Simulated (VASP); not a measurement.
# TaN (Amm2) in VASP: notebook

Runs on TaN. Level: PBE. Tasks: single point.

All numbers are computed with VASP 6.6.1; they aren't measurements. Logs are shortened: lines on timing, memory, paths and dates and some standing lists are left out, and cuts for length are marked.

## 1. The cell of the first run

The structure is orthorhombic, space group Amm2 (No. 38). Conventional cell: a = 4.417 Å, b = 6.247 Å, c = 6.247 Å, α = 90.00°, β = 90.00°, γ = 90.00°. Ta (site symmetry mm2) has 6 N at 1.92 to 2.55 Å and 1 Ta at 2.67 Å within 2.7 Å. Ta (site symmetry mm2) has 6 N at 2.21 Å and 1 Ta at 2.67 Å within 2.9 Å. Ta (site symmetry m) has 6 N at 2.21 Å and 2 Ta at 2.92 Å within 3.0 Å. Within 2.6 Å of N (site symmetry m) lie 6 Ta at 1.92 to 2.55 Å. N (site symmetry mm2) has 6 Ta at 2.21 to 2.25 Å within 2.9 Å. Within 2.9 Å of N (site symmetry mm2) lie 6 Ta at 2.21 Å.

## 2. Single point, PBE (atom 1 (Ta) moved +0.450 Å along Cartesian [1 1 0])

INCAR

```
ALGO = Fast
EDIFF = 1E-6
ENCUT = 520
GGA = PE
ISIF = 2
ISMEAR = 0
LASPH = T
LCHARG = F
LREAL = F
LWAVE = F
NBANDS = 42
NELM = 60
PREC = Accurate
SIGMA = 0.15
```

KPOINTS

```
k-points
0
Gamma
  14 14 14
```

POSCAR

```
TaN
1.0
    4.4172695572      0.0000000000      0.0000000000
    0.0000000000     -4.4172695572      0.0000000000
    0.0000000000      0.0000000000     -4.4172695572
Ta N
4 4
Direct
    0.5720350088     -0.0720350088      0.0000000000
    0.0000000000      0.5000000000      0.0000000000
    0.0000000000      0.0000000000      0.5000000000
    0.5000000000      0.5000000000      0.5000000000
    0.0000000000      0.0000000000      0.0000000000
    0.5000000000      0.5000000000      0.0000000000
    0.5000000000      0.0000000000      0.5000000000
    0.0000000000      0.5000000000      0.5000000000
```

Potentials or basis: VASP PAW PBE potentials, release 64 (Ta_pv, N).

Started as:

```
$ cat potpaw_PBE.64/Ta_pv/POTCAR potpaw_PBE.64/N/POTCAR > POTCAR
$ mpirun -np 1 vasp_std > vasp.out
```

OUTCAR:

```text
EDIFF = 1E-6
   ENCUT = 520
   GGA = PE
   ISIF = 2
   ISMEAR = 0
   LASPH = T
   LREAL = F
   NELM = 60
   PREC = Accurate

 ion  position               nearest neighbor table
   1  0.572  0.928  0.000-   5 1.92   6 1.92   7 2.25   7 2.25   6 2.55   5 2.55   2 2.67   3 2.92
                             4 2.92   4 2.92   3 2.92   2 3.16   2 3.16   4 3.37   3 3.37   4 3.37
   2  0.000  0.500  0.000-   5 2.21   6 2.21   8 2.21   8 2.21   5 2.21   6 2.21   1 2.67   4 3.12
                             4 3.12   3 3.12   3 3.12   3 3.12   4 3.12   3 3.12   4 3.12   1 3.16
   3  0.000  0.000  0.500-   5 2.21   7 2.21   8 2.21   5 2.21   8 2.21   7 2.21   1 2.92   1 2.92
                             2 3.12   2 3.12   4 3.12   4 3.12   2 3.12   4 3.12   2 3.12   4 3.12
   4  0.500  0.500  0.500-   6 2.21   7 2.21   8 2.21   6 2.21   7 2.21   8 2.21   1 2.92   1 2.92
                             2 3.12   3 3.12   3 3.12   2 3.12   3 3.12   2 3.12   2 3.12   3 3.12
   5  0.000  0.000  0.000-   1 1.92   2 2.21   3 2.21   3 2.21   2 2.21   1 2.55
   6  0.500  0.500  0.000-   1 1.92   2 2.21   4 2.21   4 2.21   2 2.21   1 2.55
   7  0.500  0.000  0.500-   3 2.21   4 2.21   4 2.21   3 2.21   1 2.25   1 2.25
   8  0.000  0.500  0.500-   2 2.21   3 2.21   4 2.21   2 2.21   3 2.21   4 2.21

  LATTYP: Found a simple cubic cell.
 ALAT       =     4.4172695572

  Lattice vectors:

 A1 = (   4.4172695572,   0.0000000000,   0.0000000000)
 A2 = (   0.0000000000,  -4.4172695572,   0.0000000000)
 A3 = (   0.0000000000,   0.0000000000,  -4.4172695572)

Analysis of symmetry for initial positions (statically):
=====================================================================
 Subroutine PRICEL returns:
 Original cell was already a primitive cell.

 Routine SETGRP: Setting up the symmetry group for a
 simple cubic supercell.

 Subroutine GETGRP returns: Found  4 space group operations
 (whereof  2 operations were pure point group operations)
 out of a pool of 48 trial point group operations.

The static configuration has the point symmetry C_1h.
 The point group associated with its full space group is C_2v.

Analysis of symmetry for dynamics (positions and initial velocities):
=====================================================================
 Subroutine PRICEL returns:
 Original cell was already a primitive cell.

 Routine SETGRP: Setting up the symmetry group for a
 simple cubic supercell.

 Subroutine GETGRP returns: Found  4 space group operations
 (whereof  2 operations were pure point group operations)
 out of a pool of 48 trial point group operations.

The dynamic configuration has the point symmetry C_1h.
 The point group associated with its full space group is C_2v.

 Subroutine INISYM returns: Found  4 space group operations
 (whereof  2 operations are pure point group operations),
 and found     1 'primitive' translations

----------------------------------------------------------------------------------------

                                     Primitive cell

  volume of cell :      86.1910

  direct lattice vectors                    reciprocal lattice vectors
     4.417269557  0.000000000  0.000000000     0.226384192  0.000000000  0.000000000
     0.000000000 -4.417269557  0.000000000     0.000000000 -0.226384192  0.000000000
     0.000000000  0.000000000 -4.417269557     0.000000000  0.000000000 -0.226384192

  length of vectors
     4.417269557  4.417269557  4.417269557     0.226384192  0.226384192  0.226384192

  position of ions in fractional coordinates (direct lattice)
     0.572035009  0.927964991  0.000000000
     0.000000000  0.500000000  0.000000000
     0.000000000  0.000000000  0.500000000
     0.500000000  0.500000000  0.500000000
     0.000000000  0.000000000  0.000000000
     0.500000000  0.500000000  0.000000000
     0.500000000  0.000000000  0.500000000
     0.000000000  0.500000000  0.500000000

  ion indices of the primitive-cell ions
   primitive index   ion index
                 1           1
                 2           2
                 3           3
                 4           4
                 5           5
                 6           6
                 7           7
                 8           8

----------------------------------------------------------------------------------------

 KPOINTS: k-points

Automatic generation of k-mesh.
 Grid dimensions read from file:
 generate k-points for:   14   14   14

 Generating k-lattice:

  Cartesian coordinates                     Fractional coordinates (reciprocal lattice)
     0.016170299  0.000000000  0.000000000     0.071428571  0.000000000  0.000000000
     0.000000000 -0.016170299  0.000000000     0.000000000  0.071428571  0.000000000
     0.000000000  0.000000000 -0.016170299     0.000000000  0.000000000  0.071428571

  Length of vectors
     0.016170299  0.016170299  0.016170299

  Shift w.r.t. Gamma in fractional coordinates (k-lattice)
     0.000000000  0.000000000  0.000000000

 Subroutine IBZKPT returns following result:
 ===========================================

 Found    456 irreducible k-points:

 Following reciprocal coordinates:
            Coordinates               Weight
  0.000000  0.000000  0.000000      1.000000
  0.071429  0.000000  0.000000      4.000000
  0.000000  0.000000  0.071429      2.000000
  0.142857  0.000000  0.000000      4.000000
  0.000000  0.000000  0.142857      2.000000
  0.214286  0.000000  0.000000      4.000000
[... 16 lines left out ...]
  0.214286  0.071429  0.000000      4.000000
  0.000000  0.214286  0.071429      8.000000
 [... further k-points ...]
   k-points           NKPTS =    456   k-points in BZ     NKDIM =    456   number of bands    NBANDS=     42
   number of dos      NEDOS =    301   number of ions     NIONS =      8
   total plane-waves  NPLWV =  46656
   dimension x,y,z NGX =    36 NGY =   36 NGZ =   36
   dimension x,y,z NGXF=    72 NGYF=   72 NGZF=   72
   ions per type =               4   4
   NGX,Y,Z   is equivalent  to a cutoff of  13.55, 13.55, 13.55 a.u.
   NGXF,Y,Z  is equivalent  to a cutoff of  27.10, 27.10, 27.10 a.u.
 SYSTEM =  unknown system
   PREC   = accura    normal or accurate (medium, high low for compatibility)
   ISTART =      0    job   : 0-new  1-cont  2-samecut
   ICHARG =      2    charge: 1-file 2-atom 10-const
   ISPIN  =      1    spin polarized calculation?
   LNONCOLLINEAR =      F non collinear calculations
   LSORBIT =      F    spin-orbit coupling
   LASPH  =      T    aspherical Exc in radial PAW
   ENCUT  =  520.0 eV  38.22 Ry    6.18 a.u.   8.21  8.21  8.21*2*pi/ulx,y,z
   NELM   =     60;   NELMIN=  2; NELMDL= -5     # of ELM steps
   EDIFF  = 0.1E-05   stopping-criterion for ELM
   LREAL  =      F    real-space projection
   EDIFFG = 0.1E-04   stopping-criterion for IOM
   NSW    =      0    number of steps for IOM
   IBRION =     -1    ionic relax: 0-MD 1-quasi-New 2-CG
   NFREE  =      0    steps in history (QN), initial steepest desc. (CG)
   ISIF   =      2    stress and relaxation
   ISYM   =      2    0-nonsym 1-usesym 2-fastsym
   POTIM  = 0.5000    time-step for ionic-motion
   TEBEG  =    0.0;   TEEND  =   0.0 temperature during run
   PSTRESS=    0.0 pullay stress
   NELECT =      64.0000    total number of electrons
   NUPDOWN=      -1.0000    fix difference up-down
   EMIN   =  10.00;   EMAX   =-10.00  energy-range for DOS
   EFERMI =   0.00;   METHOD = LEGACY
   ISMEAR =     0;   SIGMA  =   0.15  broadening in eV -4-tet -1-fermi 0-gaus
   EFERMI_NEDOS =   21; number of points for ismear=-14 and -15
   IALGO  =     68    algorithm
   IMIX   =      4    mixing-type and parameters
     AMIX     =   0.40;   BMIX     =  1.00
     AMIX_MAG =   1.60;   BMIX_MAG =  1.00
  volume/ion in A,a.u.               =      10.77        72.71
  Fermi-wavevector in a.u.,A,eV,Ry     =   1.482453  2.801430 29.901072  2.197667
  Thomas-Fermi vector in A             =   2.596237
   LORBIT       =      0    0 simple, 1 ext, 2 COOP (PROOUT), +10 PAW based schemes
   GGA     = PE    functional components
   LHFCALC =     F    Hartree Fock is set to
   AEXX    =    0.0000 exact exchange contribution
   IVDW    =     0    specifies the selected vdW correction
   LEPSILON=     F    determine dielectric tensor
   LRPA    =     F    only Hartree local field effects (RPA)
 non-spin polarized calculation
 RMM-DIIS sequential band-by-band and
 Gauss-broadening in eV      SIGMA  =   0.15
  energy-cutoff  :      520.00
  volume of cell :       86.19
 maximum number of plane-waves:      2360
 NGX is ok and might be reduce to    36
   NGX = 17   NGY = 17   NGZ = 17

 number of electron      64.0000012 magnetization

 Free energy of the ion-electron system (eV)
  ---------------------------------------------------
  ext. energy  EPLUGINS =         0.00000000
  ---------------------------------------------------
  free energy    TOTEN  =       -86.29188185 eV

  energy without entropy =      -86.25563684  energy(sigma->0) =      -86.27375934

 E-fermi :   9.0960     XC(G=0): -13.3150

 val. band max:        9.0952231055   @ k =  -0.3571   0.0714   0.1429
 cond. band min:       9.0972559115   @ k =   0.2143   0.0000   0.3571
 fundamental gap:      0.0020328059
 Fermi energy:         9.0959600787

 k-point     1 :       0.0000    0.0000    0.0000
  band No.  band energies     occupation
      1     -27.1803      2.00000
      2     -27.1550      2.00000
      3     -27.1505      2.00000
      4     -26.7946      2.00000
      5     -26.7496      2.00000
      6     -26.7326      2.00000
[... 34 lines left out ...]
     41      12.7216      0.00000
     42      13.4297      0.00000

 k-point     2 :       0.0714    0.0000    0.0000
  band No.  band energies     occupation
      1     -27.1754      2.00000
      2     -27.1503      2.00000
      3     -27.1453      2.00000
      4     -26.7965      2.00000
      5     -26.7576      2.00000
      6     -26.7394      2.00000
[... 979 lines left out ...]
     41      12.6108      0.00000
     42      12.7505      0.00000

 k-point    24 :       0.0000    0.2143    0.0714
  band No.  band energies     occupation
      1     -27.1390      2.00000
      2     -27.1142      2.00000
      3     -27.0988      2.00000
      4     -26.8439      2.00000
      5     -26.7869      2.00000
      6     -26.7672      2.00000
[... 34 lines left out ...]
     41      12.6347      0.00000
     42      12.7469      0.00000

 [... further k-points ...]

------------------------ aborting loop because EDIFF is reached ----------------------------------------

  FORCE on cell =-STRESS in cart. coord.  units (eV):
  Direction    XX          YY          ZZ          XY          YZ          ZX
  --------------------------------------------------------------------------------------
  -------------------------------------------------------------------------------------
  Total       10.0484417     10.0484417     -0.3098961     -1.8136112      0.0000000      0.0000000
  in kB      186.7874076    186.7874076     -5.7605646    -33.7126642      0.0000000      0.0000000
  external PRESSURE =     122.6047502 kB  Pullay stress =       0.0000000 kB

 VOLUME and BASIS-vectors are now :
 -----------------------------------------------------------------------------
  energy-cutoff  :      520.00
  volume of cell :       86.19
      direct lattice vectors                 reciprocal lattice vectors
     4.417269557  0.000000000  0.000000000     0.226384192  0.000000000  0.000000000
     0.000000000 -4.417269557  0.000000000     0.000000000 -0.226384192  0.000000000
     0.000000000  0.000000000 -4.417269557     0.000000000  0.000000000 -0.226384192

 POSITION                                       TOTAL-FORCE (eV/Angst)
 -----------------------------------------------------------------------------------
      2.52683     -4.09907      0.00000        -4.564227     -4.564227      0.000000
      0.00000     -2.20863      0.00000         0.469721      0.469721      0.000000
      0.00000      0.00000     -2.20863         0.190026      0.308388      0.000000
      2.20863     -2.20863     -2.20863         0.308388      0.190026      0.000000
      0.00000      0.00000      0.00000         4.370553     -1.000666      0.000000
      2.20863     -2.20863      0.00000        -1.000666      4.370553      0.000000
      2.20863      0.00000     -2.20863        -0.158785     -0.158785      0.000000
      0.00000     -2.20863     -2.20863         0.384990      0.384990      0.000000
 -----------------------------------------------------------------------------------
    total drift:                               -0.000016     -0.000016      0.000000

  FREE ENERGIE OF THE ION-ELECTRON SYSTEM (eV)
  ---------------------------------------------------
  free  energy   TOTEN  =       -86.2918818522 eV

  energy  without entropy=      -86.2556368354  energy(sigma->0) =      -86.27375934
```

Wall time 33 min (1 thread of Oxide Virtual Turin-like, shared host); peak memory 1.1 GiB.

What came out:

* Free energy: -86.2919 eV
* Pressure: 12.3 GPa
* Largest force: 6.455 eV/Å
* Band gap on the k mesh: zero (bands 32 and 33 overlap by 3.23 eV)

Forces on the atoms (eV/Å):
```
Ta  -4.564 -4.564  0.000
Ta   0.470  0.470  0.000
Ta   0.190  0.308  0.000
Ta   0.308  0.190  0.000
N    4.371 -1.001  0.000
N   -1.001  4.371  0.000
N   -0.159 -0.159  0.000
N    0.385  0.385  0.000
```

Levels at points of the mesh, in eV from the Fermi level:
| k point | band 30 | band 31 | band 32 | band 33 | band 34 | band 35 |
| --- | --- | --- | --- | --- | --- | --- |
| (0.00, 0.00, 0.00) | -3.78 | -3.72 | -1.69 | -1.18 | -1.03 | 0.37 |
| (0.50, 0.00, 0.00) | -2.78 | -0.87 | -0.62 | 0.49 | 0.51 | 0.88 |
| (0.00, 0.00, 0.50) | -2.37 | -0.46 | -0.25 | -0.01 | 0.23 | 1.02 |
| (0.50, 0.50, 0.00) | -0.36 | 0.52 | 0.69 | 0.73 | 0.83 | 0.87 |
| (0.00, 0.50, 0.50) | 0.01 | 0.18 | 0.58 | 0.68 | 0.70 | 1.20 |
| (0.50, 0.50, 0.50) | 1.04 | 1.61 | 1.89 | 1.89 | 2.00 | 2.04 |

Caveat: the cell differs from its parent crystal (atom 1 (Ta) moved +0.450 Å along Cartesian [1 1 0]); the cell stands under pressure; spin-orbit coupling is left out, which moves the levels of the heavy elements; forces of over 1 eV/Å act on the atoms, so gaps and moduli don't describe the material at rest.

## 3. Single point, PBE (atom 1 (Ta) moved +0.150 Å along Cartesian [1 1 0])

INCAR

```
  PREC = Accurate
  ENCUT = 520
  EDIFF = 1E-6
  ISMEAR = 0
  SIGMA = 0.15
  LREAL = False
  LASPH = True
  NELM = 100
  ALGO = Fast
  ISIF = 2
  LWAVE = False
  LCHARG = False
  GGA = PE
  NBANDS = 42
```

KPOINTS

```
Automatic mesh
0
Gamma
  14 14 14
```

Changes to POSCAR since step 2:

```diff
@@ -8,3 +8,3 @@
 Direct
-    0.5720350088     -0.0720350088      0.0000000000
+    0.5240116696     -0.0240116696      0.0000000000
     0.0000000000      0.5000000000      0.0000000000
```

Potentials or basis: VASP PAW PBE potentials, release 64 (Ta_pv, N).

Started as:

```
$ cat potpaw_PBE.64/Ta_pv/POTCAR potpaw_PBE.64/N/POTCAR > POTCAR
$ mpirun -np 1 vasp_std > vasp.out
```

Run time: 20 min. Hardware: 1 thread of Oxide Virtual Turin-like, shared host; peak memory 1.1 GiB.

It converged, with:

* Free energy: -87.2654 eV
* Pressure: 2.0 GPa
* Largest force: 1.312 eV/Å
* Band gap on the k mesh: zero (bands 32 and 33 overlap by 3.81 eV)

Forces in eV/Å, atoms in the order of the input:
```
Ta  -0.661 -0.661  0.000
Ta  -0.176 -0.176  0.000
Ta  -0.182  0.217  0.000
Ta   0.217 -0.182  0.000
N    1.270 -0.329  0.000
N   -0.329  1.270  0.000
N   -0.289 -0.289  0.000
N    0.150  0.150  0.000
```

Stress tensor (GPa, compression positive):
```
 2.87 -0.31  0.00
-0.31  2.87  0.00
 0.00  0.00  0.12
```

Levels at points of the mesh, in eV from the Fermi level:
```csv
k point,band 30,band 31,band 32,band 33,band 34,band 35
"(0.00, 0.00, 0.00)",-3.79,-3.78,-2.01,-1.93,-1.91,0.12
"(0.50, 0.00, 0.00)",-3.74,-0.44,-0.42,0.09,0.10,0.90
"(0.00, 0.00, 0.50)",-3.66,-0.20,-0.19,-0.17,-0.13,0.97
"(0.50, 0.50, 0.00)",0.04,0.43,0.57,0.60,0.66,1.04
"(0.00, 0.50, 0.50)",0.34,0.44,0.46,0.55,0.58,0.80
"(0.50, 0.50, 0.50)",1.78,1.84,1.88,1.88,1.89,1.89
```

Caveat: the cell differs from its parent crystal (atom 1 (Ta) moved +0.150 Å along Cartesian [1 1 0]); spin-orbit coupling is left out, which moves the levels of the heavy elements; forces of over 1 eV/Å act on the atoms, so gaps and moduli don't describe the material at rest.
